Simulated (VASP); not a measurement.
Crystal: LiSb7.

```
Li Sb
1.0
     6.70705    0.00000    0.00000
    -3.35352    5.80847    0.00000
     0.00000    0.00000    5.52834
Li Sb
1 7
Direct
  0.00000 0.00000 0.50000
  0.99824 0.49912 0.50000
  0.50088 0.49912 0.50000
  0.50088 0.00176 0.50000
  0.17798 0.35596 0.00000
  0.17798 0.82202 0.00000
  0.64404 0.82202 0.00000
  0.66667 0.33333 0.00000
```

| Quantity | Value |
| --- | --- |
| Program | VASP 6.6.1 |
| Task | relaxation of cell and atoms |
| Functional | PBE |
| Potentials or basis | VASP PAW PBE potentials, release 64 (Li_sv, Sb) |
| Cutoff | 600 eV |
| k mesh | 9 × 9 × 8 |
| Occupations | gaussian, width 0.1 eV |
| Spin | no spin polarisation |

At the start: pressure 0.1 GPa; volume 26.92 Å³/atom.

**Question.** Where does the relaxation end?

**Answer.** Over 21 steps the energy falls by 24.4 meV/atom and the volume is 27.06 Å³/atom (+0.5 %); space group P-6m2 (No. 187, to 0.05 Å).

Step by step:
```csv
step,energy change (eV),largest force (eV/Å),pressure (GPa),volume (Å³)
1,0.0000,0.3530,0.09,215.37
2,-0.0335,0.3319,-0.16,215.81
3,-0.0819,0.2306,-0.70,216.99
4,-0.1056,0.2194,0.18,212.90
5,-0.1079,0.2136,0.60,211.15
6,-0.1287,0.1650,0.52,211.01
7,-0.1671,0.1069,0.68,210.57
8,-0.1680,0.1261,0.91,210.39
9,-0.1738,0.1819,-0.79,217.92
10,-0.1804,0.1553,-0.10,214.67
11,-0.1861,0.1240,-0.06,214.85
12,-0.1933,0.0159,0.09,215.28
13,-0.1933,0.0139,0.11,215.31
14,-0.1937,0.0513,-0.19,216.73
15,-0.1939,0.0376,-0.08,216.20
16,-0.1947,0.0321,0.02,216.02
17,-0.1948,0.0301,0.05,215.95
18,-0.1951,0.0147,-0.02,216.41
19,-0.1951,0.0087,-0.04,216.58
20,-0.1951,0.0203,0.08,216.27
21,-0.1952,0.0048,0.01,216.46
```

Final structure:
```yaml
crystal:
  lattice:
    - [6.65595, 0.00000, 0.00000]
    - [-3.32798, 5.76422, 0.00000]
    - [0.00000, 0.00000, 5.64187]
  atoms:
    - { symbol: Li, position: [0.00000, 0.00000, 0.50000] }
    - { symbol: Sb, position: [0.97776, 0.48888, 0.50000] }
    - { symbol: Sb, position: [0.51112, 0.48888, 0.50000] }
    - { symbol: Sb, position: [0.51112, 0.02224, 0.50000] }
    - { symbol: Sb, position: [0.15251, 0.30501, 0.00000] }
    - { symbol: Sb, position: [0.15251, 0.84749, 0.00000] }
    - { symbol: Sb, position: [0.69499, 0.84749, 0.00000] }
    - { symbol: Sb, position: [0.66667, 0.33333, 0.00000] }
```

Caveat: the cutoff is under 1.25 times the usual one of these potentials, so pressure, stress and relaxed cells hold a basis-set (Pulay) error.
